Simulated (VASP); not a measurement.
A run of VASP 6.6.1:

INCAR

```
  PREC = Accurate
  ENCUT = 520
  EDIFF = 1E-6
  ISMEAR = -1
  SIGMA = 0.02
  LREAL = Auto
  LASPH = True
  NELM = 120
  ALGO = Normal
  ISIF = 2
  LWAVE = False
  LCHARG = False
  GGA = PE
  NBANDS = 64
  GGA_COMPAT = False
```

The input KPOINTS:

```
Automatic mesh
0
Gamma
  1 1 1
```

Contents of POSCAR:

```
H6C2O
1.0
    7.2936330000      0.0000000000      0.0000000000
    0.0000000000      7.2936330000      0.0000000000
    0.0000000000      0.0000000000      7.2936330000
C O H
8 4 24
Direct
    0.4342965981      0.1244784321      1.0346695536
    0.6396263700      0.2212066332      0.9843791153
    0.6395166853      0.6343752147      0.3472206512
    0.6472220360      0.7883999647      0.4782390340
    0.3122038084      0.2918572953      0.4471982618
    0.1317724651      0.3580794372      0.3755055951
    0.3063082554      0.6146045462      0.9249162934
    0.1376405969      0.5939838212      0.8088972944
    0.7926639577      0.0640832902      1.0066451109
    0.4714797139      0.7744425857      0.5786142516
    0.1208999685      0.5568418373      0.3343326981
   -0.0266259627      0.5285294722      0.8803980129
    0.8907495071      0.0975234153      0.9262325099
    0.6601511208      0.2892659941      0.8543341843
    0.6649361162      0.3373353170      1.0767336388
    0.3518685407      0.2465986430      1.0233308970
    0.3688970915      0.0157534661      0.9581918915
    0.4842991140      0.0861984693      1.1723649929
    0.3888459976      0.7142256815      0.4893583212
    0.7495989996      0.7812567482      0.5868680259
    0.6635787679      0.9038294085      0.3775484728
    0.7546170749      0.6297547464      0.2689331915
    0.6530901678      0.5113089732      0.4252201886
    0.4989831542      0.6688573445      0.2799976363
    0.0009597412      0.5710597174      0.3593819431
    0.1118509802      0.2792983963      0.2464066947
    0.0074448495      0.3337431428      0.4841482976
    0.3693906727      0.3871870164      0.5554570678
    0.3233230956      0.1533940630      0.4821465517
    0.3797284563      0.3210745591      0.3097221919
   -0.0506743347      0.5634366303      1.0076459838
    0.1502680489      0.7337358488      0.7435663407
    0.1774150139      0.4901124035      0.7026950767
    0.3046766954      0.7211769498      1.0344501842
    0.3451777735      0.4805561234      1.0021617485
    0.4243015792      0.6649361162      0.8555955585
```

Potentials or basis: VASP PAW PBE potentials, release 64 (C, O, H).

Run with:

```console
$ cat potpaw_PBE.64/C/POTCAR potpaw_PBE.64/O/POTCAR potpaw_PBE.64/H/POTCAR > POTCAR
$ mpirun -np 1 vasp_gam > vasp.out
```

Hardware: 1 thread of AMD EPYC 7R13 (shared host).

Estimate the wall time of this run.

Run time: 86 s on 1 thread of AMD EPYC 7R13 (shared host), peak memory 0.33 GiB. Counts: scf iterations 17, k points 1.
